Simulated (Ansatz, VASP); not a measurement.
Ge: VASP beside Ansatz

```
Ge
1.0
     0.00000    2.18009    2.18009
     2.18009    0.00000    2.18009
     2.18009    2.18009    0.00000
Ge
1
Direct
  0.00000 0.00000 0.00000
```

Alike in both runs: task single point; functional revPBE; k mesh 14 × 14 × 14; occupations fermi-dirac, width 0.1 eV; no spin polarisation.

```csv
,VASP,Ansatz
version,VASP 6.6.1,Ansatz 0.2.0
potentials or method,"VASP PAW PBE potentials, release 64 (Ge_d), cutoff 520 eV","plane waves (420 eV) with PAW, scalar-relativistic"
valence electrons in the cell,14,14
```

Ansatz gave:

- pressure (GPa): -1.9

Question: What did VASP give for the same quantities?

Answer: Pressure (GPa): -2.0.

VASP's potentials were made for PBE, not for revPBE. The functional is the same, so the differences come from potentials, cutoffs and numerics.
